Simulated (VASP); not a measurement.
# Sc2As3Se3 (Cmmm) in VASP: single point with PBE

Aim: the single point of Sc2As3Se3 with PBE.

Everything below comes from runs of VASP 6.6.1. Logs are shortened: lines on timing, memory, paths and dates and some standing lists are left out, and cuts for length are marked.

## Step 1: The cell of the first run

The structure is orthorhombic, space group Cmmm (No. 65). Conventional cell: a = 5.537 Å, b = 9.231 Å, c = 8.420 Å, α = 90.00°, β = 90.00°, γ = 90.00°. Within 3.4 Å of Sc (site symmetry mm2) lie 1 As at 2.57 Å and 4 Se at 2.59 to 3.22 Å and 1 Sc at 3.27 Å. Within 3.5 Å of As (site symmetry 2/m) lie 4 As at 2.69 to 2.77 Å. Within 3.4 Å of As (site symmetry mmm) lie 2 Sc at 2.57 Å and 4 As at 2.69 Å. Within 3.5 Å of Se (site symmetry m2m) lie 2 Sc at 2.59 Å and 5 Se at 2.61 to 3.42 Å. Within 3.5 Å of Se (site symmetry mmm) lie 6 Se at 2.61 to 3.42 Å and 4 Sc at 3.22 Å.

The cell was built from a structure type or drawn by symmetry, and may not be a known phase.

## Step 2: Single point, PBE

The input, INCAR:

```
SYSTEM = Sc2As3Se3
PREC     = Accurate       ! precision mode
ENCUT    = 520            ! plane-wave cutoff, eV
EDIFF    = 1E-7           ! SCF threshold, eV
ISMEAR   = 0              ! smearing method
SIGMA    = 0.2            ! smearing width, eV
LREAL    = .FALSE.        ! projectors in reciprocal space
LASPH    = .TRUE.         ! aspherical terms in the spheres
NELM     = 80             ! most SCF steps
ALGO     = Normal         ! electronic algorithm
ISIF     = 2              ! what is computed and relaxed
LWAVE    = .FALSE.        ! write WAVECAR
LCHARG   = .FALSE.        ! write CHGCAR
GGA      = PE             ! functional
NBANDS   = 38             ! bands
```

The input, KPOINTS:

```
regular mesh
0
G
  3 3 2
  0 0 0
```

The input, POSCAR:

```
Sc2As3Se3
1.0
    2.7682523488     -4.6156536267      0.0000000000
    2.7682523488      4.6156536267      0.0000000000
    0.0000000000      0.0000000000      8.4197806263
Sc As Se
2 3 3
Direct
    0.0000000000      0.0000000000      0.8055800684
    0.0000000000      0.0000000000      0.1944199316
    0.0000000000      0.5000000000      0.5000000000
    0.5000000000      0.0000000000      0.5000000000
    0.0000000000      0.0000000000      0.5000000000
    0.2167915480      0.7832084520      0.0000000000
    0.7832084520      0.2167915480      0.0000000000
    0.5000000000      0.5000000000      0.0000000000
```

Potentials or basis: VASP PAW PBE potentials, release 64 (Sc_sv, As, Se).

The run is started by

```bash
cat potpaw_PBE.64/Sc_sv/POTCAR potpaw_PBE.64/As/POTCAR potpaw_PBE.64/Se/POTCAR > POTCAR
mpirun -np 1 vasp_std > vasp.out
```

OUTCAR:

```text
SYSTEM = Sc2As3Se3
   PREC = Accurate
   ENCUT = 520
   EDIFF = 1E-7
   ISMEAR = 0
   LREAL = .FALSE.
   LASPH = .TRUE.
   NELM = 80
   ISIF = 2
   GGA = PE

 ion  position               nearest neighbor table
   1  0.000  0.000  0.806-   5 2.57   6 2.59   7 2.59   2 3.27
   2  0.000  0.000  0.194-   5 2.57   6 2.59   7 2.59   1 3.27
   3  0.000  0.500  0.500-   5 2.69   5 2.69   4 2.77   4 2.77
   4  0.500  0.000  0.500-   5 2.69   5 2.69   3 2.77   3 2.77
   5  0.000  0.000  0.500-   1 2.57   2 2.57   3 2.69   4 2.69   3 2.69   4 2.69
   6  0.217  0.783  0.000-   1 2.59   2 2.59   8 2.61
   7  0.783  0.217  0.000-   1 2.59   2 2.59   8 2.61
   8  0.500  0.500  0.000-   6 2.61   7 2.61

  LATTYP: Found a base centered orthorhombic cell.
 ALAT       =     5.5365046976
 B/A-ratio  =     1.6673529163
 C/A-ratio  =     1.5207754867

  Lattice vectors:

 A1 = (   2.7682523488,  -4.6156536267,   0.0000000000)
 A2 = (   2.7682523488,   4.6156536267,   0.0000000000)
 A3 = (   0.0000000000,   0.0000000000,   8.4197806263)

Analysis of symmetry for initial positions (statically):
=====================================================================
 Subroutine PRICEL returns:
 Original cell was already a primitive cell.

 Routine SETGRP: Setting up the symmetry group for a
 base centered orthorhombic supercell.

 Subroutine GETGRP returns: Found  8 space group operations
 (whereof  8 operations were pure point group operations)
 out of a pool of  8 trial point group operations.

The static configuration has the point symmetry D_2h.

Analysis of symmetry for dynamics (positions and initial velocities):
=====================================================================
 Subroutine PRICEL returns:
 Original cell was already a primitive cell.

 Routine SETGRP: Setting up the symmetry group for a
 base centered orthorhombic supercell.

 Subroutine GETGRP returns: Found  8 space group operations
 (whereof  8 operations were pure point group operations)
 out of a pool of  8 trial point group operations.

The dynamic configuration has the point symmetry D_2h.

 Subroutine INISYM returns: Found  8 space group operations
 (whereof  8 operations are pure point group operations),
 and found     1 'primitive' translations

[... 89 lines left out ...]
   EDIFF  = 0.1E-06   stopping-criterion for ELM
   LREAL  =      F    real-space projection
   EDIFFG = 0.1E-05   stopping-criterion for IOM
   NSW    =      0    number of steps for IOM
   IBRION =     -1    ionic relax: 0-MD 1-quasi-New 2-CG
   NFREE  =      0    steps in history (QN), initial steepest desc. (CG)
   ISIF   =      2    stress and relaxation
   ISYM   =      2    0-nonsym 1-usesym 2-fastsym
   POTIM  = 0.5000    time-step for ionic-motion
   TEBEG  =    0.0;   TEEND  =   0.0 temperature during run
   PSTRESS=    0.0 pullay stress
   NELECT =      55.0000    total number of electrons
   NUPDOWN=      -1.0000    fix difference up-down
   EMIN   =  10.00;   EMAX   =-10.00  energy-range for DOS
   EFERMI =   0.00;   METHOD = LEGACY
   ISMEAR =     0;   SIGMA  =   0.20  broadening in eV -4-tet -1-fermi 0-gaus
   EFERMI_NEDOS =   21; number of points for ismear=-14 and -15
   IALGO  =     38    algorithm
   IMIX   =      4    mixing-type and parameters
     AMIX     =   0.40;   BMIX     =  1.00
     AMIX_MAG =   1.60;   BMIX_MAG =  1.00
  volume/ion in A,a.u.               =      26.90       181.50
  Fermi-wavevector in a.u.,A,eV,Ry     =   1.038977  1.963381 14.687118  1.079473
  Thomas-Fermi vector in A             =   2.173486
   LORBIT       =      0    0 simple, 1 ext, 2 COOP (PROOUT), +10 PAW based schemes
   GGA     = PE    functional components
   LHFCALC =     F    Hartree Fock is set to
   AEXX    =    0.0000 exact exchange contribution
   IVDW    =     0    specifies the selected vdW correction
   LEPSILON=     F    determine dielectric tensor
   LRPA    =     F    only Hartree local field effects (RPA)
 non-spin polarized calculation
 Gauss-broadening in eV      SIGMA  =   0.20
  energy-cutoff  :      520.00
  volume of cell :      215.16
 maximum number of plane-waves:      5814
   NGX = 21   NGY = 21   NGZ = 31

 number of electron      54.9999999 magnetization

 Free energy of the ion-electron system (eV)
  ---------------------------------------------------
  ext. energy  EPLUGINS =         0.00000000
  ---------------------------------------------------
  free energy    TOTEN  =       -39.86233981 eV

  energy without entropy =      -39.80196196  energy(sigma->0) =      -39.83215088

 E-fermi :   3.1655     XC(G=0):  -8.8743

 val. band max:        3.0565175279   @ k =   0.3333  -0.0000   0.0000
 cond. band min:       3.1675301763   @ k =  -0.3333   0.3333   0.0000
 fundamental gap:      0.1110126484
 Fermi energy:         3.1655154098

 k-point     1 :       0.0000    0.0000    0.0000
  band No.  band energies     occupation
      1     -47.1198      2.00000
      2     -47.1095      2.00000
      3     -25.8546      2.00000
      4     -25.8428      2.00000
      5     -25.7692      2.00000
      6     -25.7452      2.00000
[... 317 lines left out ...]
     37       5.5918      0.00000
     38       5.9147      0.00000

------------------------ aborting loop because EDIFF is reached ----------------------------------------

  FORCE on cell =-STRESS in cart. coord.  units (eV):
  Direction    XX          YY          ZZ          XY          YZ          ZX
  --------------------------------------------------------------------------------------
  -------------------------------------------------------------------------------------
  Total       -0.0210513      0.3132025      0.4087583      0.0000000      0.0000000      0.0000000
  in kB       -0.1567543      2.3322016      3.0437400      0.0000000      0.0000000      0.0000000
  external PRESSURE =       1.7397291 kB  Pullay stress =       0.0000000 kB

 VOLUME and BASIS-vectors are now :
 -----------------------------------------------------------------------------
  energy-cutoff  :      520.00
  volume of cell :      215.16
      direct lattice vectors                 reciprocal lattice vectors
     2.768252349 -4.615653627  0.000000000     0.180619372 -0.108327019  0.000000000
     2.768252349  4.615653627  0.000000000     0.180619372  0.108327019  0.000000000
     0.000000000  0.000000000  8.419780626     0.000000000  0.000000000  0.118767940

 POSITION                                       TOTAL-FORCE (eV/Angst)
 -----------------------------------------------------------------------------------
      0.00000      0.00000      6.78281         0.000000      0.000000      0.040904
      0.00000      0.00000      1.63697         0.000000      0.000000     -0.040904
      1.38413      2.30783      4.20989         0.000000      0.000000      0.000000
      1.38413     -2.30783      4.20989         0.000000     -0.000000      0.000000
      0.00000      0.00000      4.20989         0.000000      0.000000      0.000000
      2.76825      2.61438      0.00000         0.000000     -0.010352      0.000000
      2.76825     -2.61438      0.00000         0.000000      0.010352      0.000000
      2.76825      0.00000      0.00000        -0.000000      0.000000      0.000000
 -----------------------------------------------------------------------------------
    total drift:                                0.000000      0.000000     -0.000000

  FREE ENERGIE OF THE ION-ELECTRON SYSTEM (eV)
  ---------------------------------------------------
  free  energy   TOTEN  =       -39.8623398081 eV

  energy  without entropy=      -39.8019619565  energy(sigma->0) =      -39.83215088
```

OSZICAR:

```text
N       E                     dE             d eps       ncg     rms          rms(c)
DAV:   1     0.641953185224E+03    0.64195E+03   -0.22713E+04   608   0.128E+03
DAV:   2     0.472388176862E+02   -0.59471E+03   -0.58243E+03   624   0.409E+02
DAV:   3    -0.381271532751E+02   -0.85366E+02   -0.82512E+02  1008   0.149E+02
DAV:   4    -0.435601581814E+02   -0.54330E+01   -0.53591E+01  1000   0.355E+01
DAV:   5    -0.436540164562E+02   -0.93858E-01   -0.93411E-01   952   0.498E+00    0.119E+01
DAV:   6    -0.400718748931E+02    0.35821E+01   -0.13796E+01  1016   0.247E+01    0.502E+00
DAV:   7    -0.399268026772E+02    0.14507E+00   -0.12711E+00  1056   0.755E+00    0.312E+00
DAV:   8    -0.398839754651E+02    0.42827E-01   -0.61513E-01  1056   0.555E+00    0.112E+00
DAV:   9    -0.398703214914E+02    0.13654E-01   -0.29331E-01  1016   0.434E+00    0.613E-01
DAV:  10    -0.398617430000E+02    0.85785E-02   -0.46645E-02  1000   0.162E+00    0.181E-01
DAV:  11    -0.398621755905E+02   -0.43259E-03   -0.22801E-03   992   0.324E-01    0.500E-02
DAV:  12    -0.398623048606E+02   -0.12927E-03   -0.23207E-04   936   0.840E-02    0.276E-02
DAV:  13    -0.398623349685E+02   -0.30108E-04   -0.10189E-04   968   0.734E-02    0.132E-02
DAV:  14    -0.398623415354E+02   -0.65669E-05   -0.11338E-05   928   0.179E-02    0.116E-02
DAV:  15    -0.398623393474E+02    0.21880E-05   -0.11472E-05  1000   0.259E-02    0.170E-03
DAV:  16    -0.398623397200E+02   -0.37259E-06   -0.75434E-07   760   0.424E-03    0.802E-04
DAV:  17    -0.398623398081E+02   -0.88104E-07   -0.65191E-08   490   0.175E-03
   1 F= -.39862340E+02 E0= -.39832151E+02  d E =-.603779E-01
```

stdout:

```text
POSCAR found type information on POSCAR ScAsSe
 POSCAR found :  3 types and       8 ions
 scaLAPACK will be used
 LDA part: xc-table for (Slater+PW92), standard interpolation
 POSCAR, INCAR and KPOINTS ok, starting setup
 FFT: planning ... GRIDC
 FFT: planning ... GRID_SOFT
 FFT: planning ... GRID
 WAVECAR not read
 entering main loop
```

It took 2.5 min on 1 thread of Intel Xeon 8259CL, shared host; peak memory 0.34 GiB.

Results:

```
Free energy            : -39.8623 eV
Pressure               : 0.2 GPa
Largest force          : 0.041 eV/Å
Band gap on the k mesh : zero (an odd number of electrons rules out a gap without spin polarisation)
```

Forces in eV/Å, atoms in the order of the input:
```
Sc   0.000  0.000  0.041
Sc   0.000  0.000 -0.041
As   0.000  0.000  0.000
As   0.000  0.000  0.000
As   0.000  0.000  0.000
Se   0.000 -0.010  0.000
Se   0.000  0.010  0.000
Se   0.000  0.000  0.000
```

Caveat: the k points lie up to 0.44 Å⁻¹ apart, too coarse for converged energies and pressures of a metal.
